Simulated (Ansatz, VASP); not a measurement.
## One calculation of SrTiO3, two programs

```
Sr Ti O
1.0
     3.91270    0.00000    0.00000
     0.00000    3.91270    0.00000
     0.00000    0.00000    3.91270
Sr Ti O
1 1 3
Direct
  0.00000 0.00000 0.00000
  0.50000 0.50000 0.50000
  0.50000 0.00000 0.50000
  0.50000 0.50000 0.00000
  0.00000 0.50000 0.50000
```

Alike in both runs: task single point; functional r2SCAN; k mesh 6 × 6 × 6; occupations gaussian, width 0.1 eV; no spin polarisation.

```csv
,VASP,Ansatz
version,VASP 6.6.1,Ansatz 0.2.0
potentials or method,"VASP PAW PBE potentials, release 64 (Sr_sv, Ti_sv, O), cutoff 520 eV","scalar-relativistic, plane waves, PAW"
valence electrons in the cell,40,40
```

VASP gave:

* gap on the k mesh at the Fermi level (eV): 2.26
* least direct gap on the mesh (eV): 2.65
* pressure (GPa): 0.1

Which values does Ansatz return?

gap on the k mesh at the Fermi level (eV): 2.26; least direct gap on the mesh (eV): 2.62; pressure (GPa): -0.7.

VASP's potentials were made for PBE, not for r2SCAN.
